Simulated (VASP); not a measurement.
# Zr (Pm-3m) in VASP: notebook

Zr is run at these levels: PBEsol; tasks: single point.

Program: VASP 6.6.1. These are calculated values, not measurements. Logs are shortened: lines on timing, memory, paths and dates and some standing lists are left out, and cuts for length are marked.

## Step 1: The cell of the first run

Symmetry: Pm-3m, No. 221, cubic system. The conventional cell has a = 2.745 Å, b = 2.745 Å, c = 2.745 Å, α = 90.00°, β = 90.00°, γ = 90.00°. Zr (site symmetry m-3m) has 6 Zr at 2.74 Å within 3.6 Å.

## Step 2: Single point, PBEsol (volume scaled by 0.88)

The input, INCAR:

```
SYSTEM = Zr
PREC = Accurate
ENCUT = 520
EDIFF = 1E-7
ISMEAR = -1
SIGMA = 0.1
LREAL = .False.
LASPH = .True.
NELM = 100
ALGO = Normal
ISIF = 2
LWAVE = .False.
LCHARG = .True.
GGA = PS
LELF = .True.
LVHAR = .True.
NBANDS = 12
```

The input, KPOINTS:

```
Automatic mesh
0
Gamma
  12 12 12
  0 0 0
```

The input, POSCAR:

```
Zr
1.0
    2.7447962851      0.0000000000      0.0000000000
    0.0000000000      2.7447962851      0.0000000000
    0.0000000000      0.0000000000      2.7447962851
Zr
1
Direct
    0.0000000000      0.0000000000      0.0000000000
```

Potentials or basis: VASP PAW PBE potentials, release 64 (Zr_sv).

Launch:

```
$ cat potpaw_PBE.64/Zr_sv/POTCAR > POTCAR
$ mpirun -np 1 vasp_std > vasp.out
```

OUTCAR:

```text
SYSTEM = Zr
   PREC = Accurate
   ENCUT = 520
   EDIFF = 1E-7
   ISMEAR = -1
   LREAL = .False.
   LASPH = .True.
   NELM = 100
   ISIF = 2
   GGA = PS

 ion  position               nearest neighbor table
   1  0.000  0.000  0.000-

  LATTYP: Found a simple cubic cell.
 ALAT       =     2.7447962851

  Lattice vectors:

 A1 = (   2.7447962851,   0.0000000000,   0.0000000000)
 A2 = (   0.0000000000,   2.7447962851,   0.0000000000)
 A3 = (   0.0000000000,   0.0000000000,   2.7447962851)

Analysis of symmetry for initial positions (statically):
=====================================================================
 Subroutine PRICEL returns:
 Original cell was already a primitive cell.

 Routine SETGRP: Setting up the symmetry group for a
 simple cubic supercell.

 Subroutine GETGRP returns: Found 48 space group operations
 (whereof 48 operations were pure point group operations)
 out of a pool of 48 trial point group operations.

The static configuration has the point symmetry O_h .

Analysis of symmetry for dynamics (positions and initial velocities):
=====================================================================
 Subroutine PRICEL returns:
 Original cell was already a primitive cell.

 Routine SETGRP: Setting up the symmetry group for a
 simple cubic supercell.

 Subroutine GETGRP returns: Found 48 space group operations
 (whereof 48 operations were pure point group operations)
 out of a pool of 48 trial point group operations.

The dynamic configuration has the point symmetry O_h .

 Subroutine INISYM returns: Found 48 space group operations
 (whereof 48 operations are pure point group operations),
 and found     1 'primitive' translations

----------------------------------------------------------------------------------------

                                     Primitive cell

  volume of cell :      20.6790

  direct lattice vectors                    reciprocal lattice vectors
     2.744796285  0.000000000  0.000000000     0.364325763  0.000000000  0.000000000
     0.000000000  2.744796285  0.000000000     0.000000000  0.364325763  0.000000000
     0.000000000  0.000000000  2.744796285     0.000000000  0.000000000  0.364325763

  length of vectors
     2.744796285  2.744796285  2.744796285     0.364325763  0.364325763  0.364325763

  position of ions in fractional coordinates (direct lattice)
     0.000000000  0.000000000  0.000000000

  ion indices of the primitive-cell ions
   primitive index   ion index
                 1           1

----------------------------------------------------------------------------------------

 KPOINTS: Automatic mesh

Automatic generation of k-mesh.
 Grid dimensions read from file:
 generate k-points for:   12   12   12

 Generating k-lattice:

  Cartesian coordinates                     Fractional coordinates (reciprocal lattice)
     0.030360480  0.000000000  0.000000000     0.083333333  0.000000000  0.000000000
     0.000000000  0.030360480  0.000000000     0.000000000  0.083333333  0.000000000
     0.000000000  0.000000000  0.030360480     0.000000000  0.000000000  0.083333333

  Length of vectors
     0.030360480  0.030360480  0.030360480

  Shift w.r.t. Gamma in fractional coordinates (k-lattice)
     0.000000000  0.000000000  0.000000000

 Subroutine IBZKPT returns following result:
 ===========================================

 Found     84 irreducible k-points:

 Following reciprocal coordinates:
            Coordinates               Weight
  0.000000  0.000000  0.000000      1.000000
  0.083333  0.000000  0.000000      6.000000
  0.166667  0.000000  0.000000      6.000000
  0.250000  0.000000  0.000000      6.000000
  0.333333  0.000000  0.000000      6.000000
  0.416667  0.000000  0.000000      6.000000
[... 16 lines left out ...]
  0.333333  0.333333  0.000000     12.000000
  0.416667  0.333333  0.000000     24.000000
 [... further k-points ...]
   k-points           NKPTS =     84   k-points in BZ     NKDIM =     84   number of bands    NBANDS=     12
   number of dos      NEDOS =    301   number of ions     NIONS =      1
   total plane-waves  NPLWV =   8000
   dimension x,y,z NGX =    20 NGY =   20 NGZ =   20
   dimension x,y,z NGXF=    40 NGYF=   40 NGZF=   40
   ions per type =               1
   NGX,Y,Z   is equivalent  to a cutoff of  12.11, 12.11, 12.11 a.u.
   NGXF,Y,Z  is equivalent  to a cutoff of  24.23, 24.23, 24.23 a.u.
 SYSTEM =  Zr
   PREC   = accura    normal or accurate (medium, high low for compatibility)
   ISTART =      0    job   : 0-new  1-cont  2-samecut
   ICHARG =      2    charge: 1-file 2-atom 10-const
   ISPIN  =      1    spin polarized calculation?
   LNONCOLLINEAR =      F non collinear calculations
   LSORBIT =      F    spin-orbit coupling
   LASPH  =      T    aspherical Exc in radial PAW
   ENCUT  =  520.0 eV  38.22 Ry    6.18 a.u.   5.10  5.10  5.10*2*pi/ulx,y,z
   NELM   =    100;   NELMIN=  2; NELMDL= -5     # of ELM steps
   EDIFF  = 0.1E-06   stopping-criterion for ELM
   LREAL  =      F    real-space projection
   EDIFFG = 0.1E-05   stopping-criterion for IOM
   NSW    =      0    number of steps for IOM
   IBRION =     -1    ionic relax: 0-MD 1-quasi-New 2-CG
   NFREE  =      0    steps in history (QN), initial steepest desc. (CG)
   ISIF   =      2    stress and relaxation
   ISYM   =      2    0-nonsym 1-usesym 2-fastsym
   POTIM  = 0.5000    time-step for ionic-motion
   TEBEG  =    0.0;   TEEND  =   0.0 temperature during run
   PSTRESS=    0.0 pullay stress
   NELECT =      12.0000    total number of electrons
   NUPDOWN=      -1.0000    fix difference up-down
   EMIN   =  10.00;   EMAX   =-10.00  energy-range for DOS
   EFERMI =   0.00;   METHOD = LEGACY
   ISMEAR =    -1;   SIGMA  =   0.10  broadening in eV -4-tet -1-fermi 0-gaus
   EFERMI_NEDOS =   21; number of points for ismear=-14 and -15
   IALGO  =     38    algorithm
   IMIX   =      4    mixing-type and parameters
     AMIX     =   0.40;   BMIX     =  1.00
     AMIX_MAG =   1.60;   BMIX_MAG =  1.00
  volume/ion in A,a.u.               =      20.68       139.55
  Fermi-wavevector in a.u.,A,eV,Ry     =   1.365500  2.580421 25.369301  1.864591
  Thomas-Fermi vector in A             =   2.491723
   LORBIT       =      0    0 simple, 1 ext, 2 COOP (PROOUT), +10 PAW based schemes
   GGA     = PS    functional components
   LHFCALC =     F    Hartree Fock is set to
   AEXX    =    0.0000 exact exchange contribution
   IVDW    =     0    specifies the selected vdW correction
   LEPSILON=     F    determine dielectric tensor
   LRPA    =     F    only Hartree local field effects (RPA)
 non-spin polarized calculation
  energy-cutoff  :      520.00
  volume of cell :       20.68
 maximum number of plane-waves:       587
   NGX = 11   NGY = 11   NGZ = 11

 number of electron      12.0000000 magnetization

 Free energy of the ion-electron system (eV)
  ---------------------------------------------------
  ext. energy  EPLUGINS =         0.00000000
  ---------------------------------------------------
  free energy    TOTEN  =        -8.12203390 eV

  energy without entropy =       -8.07306596  energy(sigma->0) =       -8.09754993

 E-fermi :   9.9078     XC(G=0): -11.6613

 val. band max:        9.8615538600   @ k =   0.3333   0.3333   0.2500
 cond. band min:       9.9418198767   @ k =   0.3333   0.1667   0.1667
 fundamental gap:      0.0802660167
 Fermi energy:         9.9077695259

 k-point     1 :       0.0000    0.0000    0.0000
  band No.  band energies     occupation
      1     -38.5422      2.00000
      2     -15.5953      2.00000
      3     -15.5953      2.00000
      4     -15.5953      2.00000
      5       4.6116      2.00000
      6       7.6990      2.00000
      7       7.6990      2.00000
      8      16.6365      0.00000
      9      16.6365      0.00000
     10      16.6365      0.00000
     11      24.2157      0.00000
     12      24.2157      0.00000

 k-point     2 :       0.0833    0.0000    0.0000
  band No.  band energies     occupation
      1     -38.5245      2.00000
      2     -15.7436      2.00000
      3     -15.5827      2.00000
      4     -15.5827      2.00000
      5       4.8217      2.00000
      6       7.7596      2.00000
      7       7.9526      2.00000
      8      16.2235      0.00000
      9      16.2235      0.00000
     10      16.6637      0.00000
     11      23.3311      0.00000
     12      24.7051      0.00000

 k-point     3 :       0.1667    0.0000    0.0000
  band No.  band energies     occupation
      1     -38.4758      2.00000
      2     -16.1345      2.00000
      3     -15.5482      2.00000
      4     -15.5482      2.00000
      5       5.3669      2.00000
      6       7.9307      2.00000
      7       8.6862      1.99999
      8      15.2902      0.00000
      9      15.2902      0.00000
     10      16.7386      0.00000
     11      21.6893      0.00000
     12      25.8364      0.00000
[... 286 lines left out ...]
 k-point    23 :       0.3333    0.3333    0.0000
  band No.  band energies     occupation
      1     -38.1429      2.00000
      2     -16.9219      2.00000
      3     -16.8753      2.00000
      4     -15.3171      2.00000
      5       7.2750      2.00000
      6       8.9447      1.99987
      7      13.0519      0.00000
      8      13.6036      0.00000
      9      13.8823      0.00000
     10      14.1951      0.00000
     11      20.4694      0.00000
     12      23.6293      0.00000

 k-point    24 :       0.4167    0.3333    0.0000
  band No.  band energies     occupation
      1     -38.0934      2.00000
      2     -17.2182      2.00000
      3     -16.8436      2.00000
      4     -15.2834      2.00000
      5       6.8963      2.00000
      6       9.1671      1.99879
      7      13.4535      0.00000
      8      13.5081      0.00000
      9      14.2072      0.00000
     10      14.8158      0.00000
     11      20.0666      0.00000
     12      24.4096      0.00000

 [... further k-points ...]
[... 5 lines left out ...]
  --------------------------------------------------------------------------------------
  -------------------------------------------------------------------------------------
  Total        1.5652726      1.5652726      1.5652726     -0.0000000     -0.0000000      0.0000000
  in kB      121.2746997    121.2746997    121.2746997     -0.0000000     -0.0000000      0.0000000
  external PRESSURE =     121.2746997 kB  Pullay stress =       0.0000000 kB

 VOLUME and BASIS-vectors are now :
 -----------------------------------------------------------------------------
  energy-cutoff  :      520.00
  volume of cell :       20.68
      direct lattice vectors                 reciprocal lattice vectors
     2.744796285  0.000000000  0.000000000     0.364325763  0.000000000  0.000000000
     0.000000000  2.744796285  0.000000000     0.000000000  0.364325763  0.000000000
     0.000000000  0.000000000  2.744796285     0.000000000  0.000000000  0.364325763

 POSITION                                       TOTAL-FORCE (eV/Angst)
 -----------------------------------------------------------------------------------
      0.00000      0.00000      0.00000         0.000000      0.000000      0.000000
 -----------------------------------------------------------------------------------
    total drift:                               -0.000000     -0.000000     -0.000000

  FREE ENERGIE OF THE ION-ELECTRON SYSTEM (eV)
  ---------------------------------------------------
  free  energy   TOTEN  =        -8.1220338982 eV

  energy  without entropy=       -8.0730659649  energy(sigma->0) =       -8.09754993
```

It took 27 s on 1 thread of AMD EPYC 7R13, shared host; peak memory 0.1 GiB.

What came out:

```yaml
Free_energy: -8.1220 eV
Pressure: 12.1 GPa
Band_gap_on_the_k_mesh: zero (band 6 reaches 11.00 eV, above the bottom of band 7 at 7.70 eV)
```

Levels at points of the mesh, in eV from the Fermi level:
| k point | band 4 | band 5 | band 6 | band 7 | band 8 | band 9 |
| --- | --- | --- | --- | --- | --- | --- |
| (0.00, 0.00, 0.00) | -25.50 | -5.30 | -2.21 | -2.21 | 6.73 | 6.73 |
| (0.50, 0.00, 0.00) | -25.31 | -2.00 | -1.16 | 0.82 | 2.82 | 2.82 |
| (0.50, 0.50, 0.00) | -25.13 | -3.96 | -0.24 | 3.66 | 3.66 | 6.09 |
| (0.50, 0.50, 0.50) | -26.88 | -2.15 | -2.15 | -2.15 | 6.47 | 9.56 |

Caveat: the PAW data sets were made with another functional, which shifts forces and pressure a little.

(Part 1 of 2 ends here.)
